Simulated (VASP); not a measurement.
Set up this calculation in VASP 6.6.1, as the native input.

* Task: single point
* Functional: PBE
* Potentials or basis: VASP PAW PBE potentials, release 64 (Ga_d)
* Cutoff: 520 eV
* k mesh: 14 × 14 × 14
* Occupations: fermi-dirac, width 0.1 eV
* Spin: no spin polarisation
* Dipole correction: no
* Further INCAR settings: ALGO = Normal; EDIFF = 1e-07; NBANDS = 20

The structure of Ga lies in POSCAR:

```
Ga
1.0
    0.0000000000      2.2811248773      2.2811248773
    2.2811248773      0.0000000000      2.2811248773
    2.2811248773      2.2811248773      0.0000000000
Ga
2
Direct
   -0.1250000000     -0.1250000000     -0.1250000000
    0.1250000000      0.1250000000      0.1250000000
```

This isn't the form of Ga at room conditions, which is orthorhombic.

One way to write it, as run:

INCAR

```
ALGO = Normal
EDIFF = 1E-7
ENCUT = 520
GGA = PE
ISIF = 2
ISMEAR = -1
LASPH = True
LCHARG = True
LELF = True
LREAL = False
LVHAR = True
LWAVE = False
NBANDS = 20
NELM = 60
PREC = Accurate
SIGMA = 0.1
```

KPOINTS

```
k-points
0
Gamma
  14 14 14
```

Potentials or basis: VASP PAW PBE potentials, release 64 (Ga_d).

Launch:

```sh
$ cat potpaw_PBE.64/Ga_d/POTCAR > POTCAR
$ mpirun -np 1 vasp_std > vasp.out
```

It gave:

```yaml
Pressure: 164.4 GPa
Band_gap_on_the_k_mesh: zero (bands 13 and 14 overlap by 9.79 eV)
```

Caveat: the cell stands under pressure.

Run time: 52 s on 1 thread of Intel Xeon 8259CL (shared host), peak memory 0.16 GiB.
